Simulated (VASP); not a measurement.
A run of VASP 6.6.1:

INCAR

```
PREC = Accurate
ENCUT = 520
EDIFF = 1E-6
ISMEAR = 0
SIGMA = 0.1
LREAL = Auto
LASPH = True
NELM = 100
ALGO = Normal
ISIF = 2
LWAVE = False
LCHARG = True
GGA = PE
LELF = True
LVHAR = True
ISYM = 0
NBANDS = 56
```

KPOINTS

```
Automatic mesh
0
Gamma
  4 4 3
```

POSCAR

```
SiC
1.0
    2.4990491963      2.5321296211      4.6873103719
   -2.5446433840     -2.5333409908      4.7346574753
    6.6441853576     -4.1602457069      2.3103183127
C Si
10 10
Direct
    0.2031118974      0.9120415427      0.6195771063
    0.0030576539      0.3954549910      0.7924273284
    0.0403540809      0.0189624366      0.9412126402
    0.6980751819      0.5083788122      0.6418227560
    0.4350922755      0.5222044522      0.9616580195
    0.5573090601      0.3969058487      0.8097838167
    1.0091546471      0.9629322421      0.7742867963
    0.1735029237      0.8791190550      0.4488956283
   -0.0313080669      0.4745876925      0.6430194729
    0.9877475209      0.2884494341      0.9449603905
    0.6541538913      0.0564443590      0.8040379937
    0.3838848535      0.9817349810      0.2312220753
    0.2395848881      0.5428778912      0.4483552819
    0.8533819994      0.9782306848      0.4036139216
    0.9017393713      0.4760526438      0.1485001005
    0.5483256773      0.8403763619      0.6165319914
    0.3578014958      0.8573095313      0.9838858777
    0.8255866228      0.8834037915      0.1409924929
    0.6602491203      0.3849535618      0.4401447444
    0.2872373374      0.3860317458      0.1804556863
```

Potentials or basis: VASP PAW PBE potentials, release 64 (C, Si).

Command:

```bash
$ cat potpaw_PBE.64/C/POTCAR potpaw_PBE.64/Si/POTCAR > POTCAR
$ mpirun -np 1 vasp_std > vasp.out
```

Hardware: 1 thread of Oxide Virtual Turin-like Processor, on a shared host.

**Question.** Estimate the wall time of this run.

**Answer.** Wall time 16 min on 1 thread of Oxide Virtual Turin-like Processor, with other jobs on the host, peak memory 0.45 GiB. Counts: scf iterations 16, k points 26.
